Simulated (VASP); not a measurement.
**ZnSe: single point with PBEsol**

ZnSe:

```
Zn Se
1.0
     2.88325    2.88325    0.00000
    -2.88325    2.88325    0.00000
     0.00000    0.00000    5.29525
Zn Se
2 2
Direct
  0.00000 0.00000 0.00000
  0.50000 0.50000 0.50000
  0.50000 0.00000 0.25000
  0.00000 0.50000 0.75000
```

```
Program             : VASP 6.6.1
Task                : single point
Functional          : PBEsol
Potentials or basis : VASP PAW PBE potentials, release 64 (Zn, Se)
Cutoff              : 520 eV
k mesh              : 8 × 8 × 6
Occupations         : gaussian, width 0.02 eV
Spin                : no spin polarisation
```

The pressure is 1.2 GPa. The band gap on the k mesh is 1.10 eV.

Stress tensor (GPa, compression positive):
```
0.33 0.00 0.00
0.00 0.33 0.00
0.00 0.00 2.84
```

Levels at points of the mesh, in eV from the valence-band top:
| k point | band 14 | band 15 | band 16 | band 17 | band 18 | band 19 | band 20 | band 21 | band 22 | band 23 |
| --- | --- | --- | --- | --- | --- | --- | --- | --- | --- | --- |
| (0.00, 0.00, 0.00) | -2.80 | -2.80 | -0.27 | -0.27 | 0.00 | 1.10 | 2.36 | 2.65 | 5.58 | 5.61 |
| (0.50, 0.00, 0.00) | -4.39 | -2.63 | -2.63 | -1.41 | -1.41 | 3.68 | 3.68 | 6.07 | 6.07 | 6.96 |
| (0.50, 0.50, 0.00) | -5.25 | -2.40 | -2.40 | -2.23 | -2.23 | 2.74 | 2.74 | 3.49 | 3.49 | 10.32 |
| (0.00, 0.00, 0.50) | -2.93 | -1.71 | -1.71 | -1.71 | -1.71 | 3.27 | 3.27 | 3.98 | 3.98 | 7.78 |
| (0.50, 0.00, 0.50) | -5.64 | -1.33 | -1.33 | -0.86 | -0.86 | 2.24 | 2.24 | 5.79 | 5.79 | 6.60 |
| (0.50, 0.50, 0.50) | -5.17 | -3.08 | -3.08 | -3.05 | -3.05 | 5.63 | 5.63 | 5.91 | 5.91 | 7.55 |

Run time: 61 s on 1 thread of AMD EPYC 9R45 96-Core Processor (Zen 5), on a shared host, peak memory 0.22 GiB.

Caveat: the PAW data sets were made with another functional, which shifts forces and pressure a little.
